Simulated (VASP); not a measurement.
# Gd (Pm-3m) in VASP: relaxation of cell and atoms with r2SCAN

Aim: the relaxation of cell and atoms of Gd with r2SCAN.

All numbers are computed with VASP 6.6.1; they aren't measurements. Logs are shortened: lines on timing, memory, paths and dates and some standing lists are left out, and cuts for length are marked.

## Step 1: The cell of the first run

It takes space group Pm-3m (No. 221, cubic). The conventional cell has a = 3.310 Å, b = 3.310 Å, c = 3.310 Å, α = 90.00°, β = 90.00°, γ = 90.00°. Gd (site symmetry m-3m) has 6 Gd at 3.31 Å within 4.4 Å.

This isn't the form of Gd at room conditions, which is hcp.

## Step 2: Relaxation of cell and atoms, r2SCAN, collinear spin, ferromagnetic start

Contents of POSCAR:

```
Gd
1.0
    3.3100000000      0.0000000000      0.0000000000
    0.0000000000      3.3100000000      0.0000000000
    0.0000000000      0.0000000000      3.3100000000
Gd
1
Direct
    0.0000000000      0.0000000000      0.0000000000
```

Contents of INCAR.step1:

```
SYSTEM = Gd
PREC     = Accurate       ! precision mode
ENCUT    = 600            ! plane-wave cutoff, eV
ISMEAR   = 1              ! smearing method
SIGMA    = 0.05           ! smearing width, eV
LREAL    = .False.        ! projectors in reciprocal space
LASPH    = .True.         ! aspherical terms in the spheres
NELM     = 150            ! most SCF steps
ISPIN    = 2              ! spin polarisation
MAGMOM   = 7              ! initial moments
LMAXMIX  = 6              ! l up to which the mixer works
GGA      = PE             ! functional
ALGO     = Normal         ! electronic algorithm
EDIFF    = 1E-4           ! SCF threshold, eV
LWAVE    = .True.         ! write WAVECAR
LCHARG   = .False.        ! write CHGCAR
```

Contents of INCAR.step2:

```
SYSTEM = Gd
PREC     = Accurate       ! precision mode
ENCUT    = 600            ! plane-wave cutoff, eV
EDIFF    = 1E-6           ! SCF threshold, eV
ISMEAR   = 1              ! smearing method
SIGMA    = 0.05           ! smearing width, eV
LREAL    = .False.        ! projectors in reciprocal space
LASPH    = .True.         ! aspherical terms in the spheres
NELM     = 150            ! most SCF steps
ALGO     = Normal         ! electronic algorithm
ISIF     = 3              ! what is computed and relaxed
LWAVE    = .False.        ! write WAVECAR
LCHARG   = .False.        ! write CHGCAR
ISPIN    = 2              ! spin polarisation
MAGMOM   = 7              ! initial moments
LORBIT   = 11             ! projections on sites
LMAXMIX  = 6              ! l up to which the mixer works
METAGGA  = R2SCAN         ! meta-GGA
LMIXTAU  = .True.       
IBRION   = 2              ! ionic algorithm
NSW      = 80             ! ionic steps
EDIFFG   = -0.03          ! ionic threshold
ISTART   = 1
```

Contents of KPOINTS:

```
Automatic mesh
0
Gamma
  8 8 8
  0 0 0
```

Potentials or basis: VASP PAW PBE potentials, release 64 (Gd).

Started as:

```sh
cat potpaw_PBE.64/Gd/POTCAR > POTCAR
cp INCAR.step1 INCAR
mpirun -np 1 vasp_std > vasp.out
cp INCAR.step2 INCAR
mpirun -np 1 vasp_std > vasp.out
```

OUTCAR:

```text
SYSTEM = Gd
   PREC = Accurate
   ENCUT = 600
   EDIFF = 1E-6
   ISMEAR = 1
   LREAL = .False.
   LASPH = .True.
   NELM = 150
   ISIF = 3
   ISPIN = 2
   LORBIT = 11
   METAGGA = R2SCAN
   IBRION = 2
   NSW = 80
   EDIFFG = -0.03
   ISTART = 1

 ion  position               nearest neighbor table
   1  0.000  0.000  0.000-

  LATTYP: Found a simple cubic cell.
 ALAT       =     3.3100000000

  Lattice vectors:

 A1 = (   3.3100000000,   0.0000000000,   0.0000000000)
 A2 = (   0.0000000000,   3.3100000000,   0.0000000000)
 A3 = (   0.0000000000,   0.0000000000,   3.3100000000)

Analysis of symmetry for initial positions (statically):
=====================================================================
 Subroutine PRICEL returns:
 Original cell was already a primitive cell.

 Routine SETGRP: Setting up the symmetry group for a
 simple cubic supercell.

 Subroutine GETGRP returns: Found 48 space group operations
 (whereof 48 operations were pure point group operations)
 out of a pool of 48 trial point group operations.

The static configuration has the point symmetry O_h .

Analysis of symmetry for dynamics (positions and initial velocities):
=====================================================================
 Subroutine PRICEL returns:
 Original cell was already a primitive cell.

 Routine SETGRP: Setting up the symmetry group for a
 simple cubic supercell.

 Subroutine GETGRP returns: Found 48 space group operations
 (whereof 48 operations were pure point group operations)
 out of a pool of 48 trial point group operations.

The dynamic configuration has the point symmetry O_h .

Analysis of structural, dynamic, and magnetic symmetry:
=====================================================================
 Subroutine PRICEL returns:
 Original cell was already a primitive cell.

 Routine SETGRP: Setting up the symmetry group for a
 simple cubic supercell.

 Subroutine GETGRP returns: Found 48 space group operations
 (whereof 48 operations were pure point group operations)
 out of a pool of 48 trial point group operations.

The overall configuration has the point symmetry O_h .

 Subroutine INISYM returns: Found 48 space group operations
 (whereof 48 operations are pure point group operations),
 and found     1 'primitive' translations

----------------------------------------------------------------------------------------

                                     Primitive cell

  volume of cell :      36.2647

  direct lattice vectors                    reciprocal lattice vectors
     3.310000000  0.000000000  0.000000000     0.302114804  0.000000000  0.000000000
     0.000000000  3.310000000  0.000000000     0.000000000  0.302114804  0.000000000
     0.000000000  0.000000000  3.310000000     0.000000000  0.000000000  0.302114804

  length of vectors
     3.310000000  3.310000000  3.310000000     0.302114804  0.302114804  0.302114804

  position of ions in fractional coordinates (direct lattice)
     0.000000000  0.000000000  0.000000000

  ion indices of the primitive-cell ions
   primitive index   ion index
                 1           1

----------------------------------------------------------------------------------------

 KPOINTS: Automatic mesh

Automatic generation of k-mesh.
 Grid dimensions read from file:
 generate k-points for:    8    8    8

 Generating k-lattice:

  Cartesian coordinates                     Fractional coordinates (reciprocal lattice)
     0.037764350  0.000000000  0.000000000     0.125000000  0.000000000  0.000000000
     0.000000000  0.037764350  0.000000000     0.000000000  0.125000000  0.000000000
     0.000000000  0.000000000  0.037764350     0.000000000  0.000000000  0.125000000

  Length of vectors
     0.037764350  0.037764350  0.037764350

  Shift w.r.t. Gamma in fractional coordinates (k-lattice)
     0.000000000  0.000000000  0.000000000

 Subroutine IBZKPT returns following result:
 ===========================================

 Found     35 irreducible k-points:
[... 44 lines left out ...]
   ENCUT  =  600.0 eV  44.10 Ry    6.64 a.u.   6.61  6.61  6.61*2*pi/ulx,y,z
   NELM   =    150;   NELMIN=  2; NELMDL=  0     # of ELM steps
   EDIFF  = 0.1E-05   stopping-criterion for ELM
   LREAL  =      F    real-space projection
   EDIFFG = -.3E-01   stopping-criterion for IOM
   NSW    =     80    number of steps for IOM
   IBRION =      2    ionic relax: 0-MD 1-quasi-New 2-CG
   NFREE  =      1    steps in history (QN), initial steepest desc. (CG)
   ISIF   =      3    stress and relaxation
   ISYM   =      2    0-nonsym 1-usesym 2-fastsym
   POTIM  = 0.5000    time-step for ionic-motion
   TEBEG  =    0.0;   TEEND  =   0.0 temperature during run
   PSTRESS=    0.0 pullay stress
   NELECT =      18.0000    total number of electrons
   NUPDOWN=      -1.0000    fix difference up-down
   EMIN   =  10.00;   EMAX   =-10.00  energy-range for DOS
   EFERMI =   0.00;   METHOD = LEGACY
   ISMEAR =     1;   SIGMA  =   0.05  broadening in eV -4-tet -1-fermi 0-gaus
   EFERMI_NEDOS =   21; number of points for ismear=-14 and -15
   IALGO  =     38    algorithm
   IMIX   =      4    mixing-type and parameters
     AMIX     =   0.40;   BMIX     =  1.00
     AMIX_MAG =   1.60;   BMIX_MAG =  1.00
  volume/ion in A,a.u.               =      36.26       244.73
  Fermi-wavevector in a.u.,A,eV,Ry     =   1.296197  2.449457 22.859510  1.680127
  Thomas-Fermi vector in A             =   2.427669
   LORBIT       =     11    0 simple, 1 ext, 2 COOP (PROOUT), +10 PAW based schemes
   METAGGA = R2SCAN    functional components
   LHFCALC =     F    Hartree Fock is set to
   AEXX    =    0.0000 exact exchange contribution
   IVDW    =     0    specifies the selected vdW correction
   LEPSILON=     F    determine dielectric tensor
   LRPA    =     F    only Hartree local field effects (RPA)
 conjugate gradient relaxation of ions
 spin polarized calculation
 Methfessel and Paxton  Order N= 1 SIGMA  =   0.05
  energy-cutoff  :      600.00
  volume of cell :       36.26
 maximum number of plane-waves:      1231
 NGX is ok and might be reduce to    28
   NGX = 13   NGY = 13   NGZ = 13

--------------------------------------- Ionic step        1  -------------------------------------------

 number of electron      17.9999991 magnetization       8.1165003

 Free energy of the ion-electron system (eV)
  ---------------------------------------------------
  ext. energy  EPLUGINS =         0.00000000
  ---------------------------------------------------
  free energy    TOTEN  =       -40.51558476 eV

  energy without entropy =      -40.51553834  energy(sigma->0) =      -40.51556928

------------------------ aborting loop because EDIFF is reached ----------------------------------------

  FORCE on cell =-STRESS in cart. coord.  units (eV):
  Direction    XX          YY          ZZ          XY          YZ          ZX
  --------------------------------------------------------------------------------------
  -------------------------------------------------------------------------------------
  Total       -0.3138775     -0.3138775     -0.3138775      0.0000000      0.0000000     -0.0000000
  in kB      -13.8671349    -13.8671349    -13.8671349      0.0000000      0.0000000     -0.0000000
  external PRESSURE =     -13.8671349 kB  Pullay stress =       0.0000000 kB

 VOLUME and BASIS-vectors are now :
 -----------------------------------------------------------------------------
  energy-cutoff  :      600.00
  volume of cell :       36.26
      direct lattice vectors                 reciprocal lattice vectors
     3.310000000  0.000000000  0.000000000     0.302114804  0.000000000  0.000000000
     0.000000000  3.310000000  0.000000000     0.000000000  0.302114804  0.000000000
     0.000000000  0.000000000  3.310000000     0.000000000  0.000000000  0.302114804

 POSITION                                       TOTAL-FORCE (eV/Angst)
 -----------------------------------------------------------------------------------
      0.00000      0.00000      0.00000         0.000000      0.000000      0.000000
 -----------------------------------------------------------------------------------
    total drift:                               -0.000000     -0.000000     -0.000000

  FREE ENERGIE OF THE ION-ELECTRON SYSTEM (eV)
  ---------------------------------------------------
  free  energy   TOTEN  =       -40.5155847570 eV

  energy  without entropy=      -40.5155383364  energy(sigma->0) =      -40.51556928

--------------------------------------- Ionic step        2  -------------------------------------------

 number of electron      17.9999998 magnetization       8.0976396

 Free energy of the ion-electron system (eV)
  ---------------------------------------------------
  ext. energy  EPLUGINS =         0.00000000
  ---------------------------------------------------
  free energy    TOTEN  =       -40.52428396 eV

  energy without entropy =      -40.52426333  energy(sigma->0) =      -40.52427708

 E-fermi :   2.4546     XC(G=0): -10.3189

 val. band max:        2.4300124555   @ k =   0.2500   0.1250   0.1250
 cond. band min:       2.5138134143   @ k =   0.5000   0.5000   0.1250
 fundamental gap:      0.0838009588
 Fermi energy:         2.4546331089

 spin component 1

 k-point     1 :       0.0000    0.0000    0.0000
  band No.  band energies     occupation
      1     -44.7257      1.00000
      2     -20.9863      1.00000
      3     -20.9863      1.00000
      4     -20.9863      1.00000
      5      -3.1867      1.00000
      6      -3.1867      1.00000
[... 459 lines left out ...]
      6      -3.2447      1.00000
[... 9 lines left out ...]
     16       6.7057      0.00000
     17       7.9502      0.00000

 [... further k-points ...]

 spin component 2

 k-point     1 :       0.0000    0.0000    0.0000
  band No.  band energies     occupation
      1     -40.7003      1.00000
      2     -18.0021      1.00000
      3     -18.0021      1.00000
      4     -18.0021      1.00000
      5      -1.2303      1.00000
      6       3.5019      0.00000
[... 459 lines left out ...]
      6       3.8537      0.00000
[... 9 lines left out ...]
     16       9.0130      0.00000
     17       9.8788      0.00000

 [... further k-points ...]
[... 5 lines left out ...]
  --------------------------------------------------------------------------------------
  -------------------------------------------------------------------------------------
  Total       -0.0297338     -0.0297338     -0.0297338      0.0000000      0.0000000     -0.0000000
  in kB       -1.3751685     -1.3751685     -1.3751685      0.0000000      0.0000000     -0.0000000
  external PRESSURE =      -1.3751685 kB  Pullay stress =       0.0000000 kB

 VOLUME and BASIS-vectors are now :
 -----------------------------------------------------------------------------
  energy-cutoff  :      600.00
  volume of cell :       34.64
      direct lattice vectors                 reciprocal lattice vectors
     3.259879046 -0.000000000 -0.000000000     0.306759848 -0.000000000 -0.000000000
     0.000000000  3.259879046 -0.000000000     0.000000000  0.306759848 -0.000000000
     0.000000000  0.000000000  3.259879046     0.000000000  0.000000000  0.306759848

 POSITION                                       TOTAL-FORCE (eV/Angst)
 -----------------------------------------------------------------------------------
      0.00000      0.00000      0.00000        -0.000000     -0.000000      0.000000
 -----------------------------------------------------------------------------------
    total drift:                               -0.000000     -0.000000     -0.000000

  FREE ENERGIE OF THE ION-ELECTRON SYSTEM (eV)
  ---------------------------------------------------
  free  energy   TOTEN  =       -40.5242839578 eV

  energy  without entropy=      -40.5242633304  energy(sigma->0) =      -40.52427708

 reached required accuracy - stopping structural energy minimisation

 total charge

# of ion       s       p       d       f       tot
--------------------------------------------------
    1        2.076   5.575   0.708   6.926  15.284

 magnetization (x)

# of ion       s       p       d       f       tot
--------------------------------------------------
    1        0.032  -0.123   0.449   6.890   7.248
```

Run time: 5.6 min. Hardware: 1 thread of Intel Xeon Platinum 8375C at 2.90GHz (Ice Lake), shared host; peak memory 0.22 GiB.

What came out:

```yaml
Free_energy: -40.5243 eV
Relaxed_volume: 34.64 Å³/atom
Relaxed_cell: a = 3.260 Å, b = 3.260 Å, c = 3.260 Å, α = 90.00°, β = 90.00°, γ = 90.00°
Space_group_after_relaxing_to_0.1_Å: Pm-3m (No. 221)
Energy_gained_by_relaxing: 8.7 meV/atom
Ionic_steps: 2
Pressure_after_relaxing: -0.1 GPa
Net_moment: 8.10 μB per cell
Site_moments: Gd +7.25 μB
Valence_electrons_inside_the_program's_atomic_spheres: Gd 15.28
```

Step by step:
```csv
step,energy change (eV),largest force (eV/Å),pressure (GPa),volume (Å³)
1,0.0000,0.0000,-1.39,36.26
2,-0.0087,0.0000,-0.14,34.64
```

Final structure:
```
Gd
1.0
     3.25988    0.00000    0.00000
     0.00000    3.25988    0.00000
     0.00000    0.00000    3.25988
Gd
1
Direct
  0.00000 0.00000 0.00000
```

Caveat: the PAW data sets were made with another functional, which shifts forces and pressure a little; spin-orbit coupling is left out, which moves the levels of the heavy elements; semilocal functionals describe open f shells poorly, which spoils levels, moments and volumes. The state reached can hang on the start; a lower one may exist.
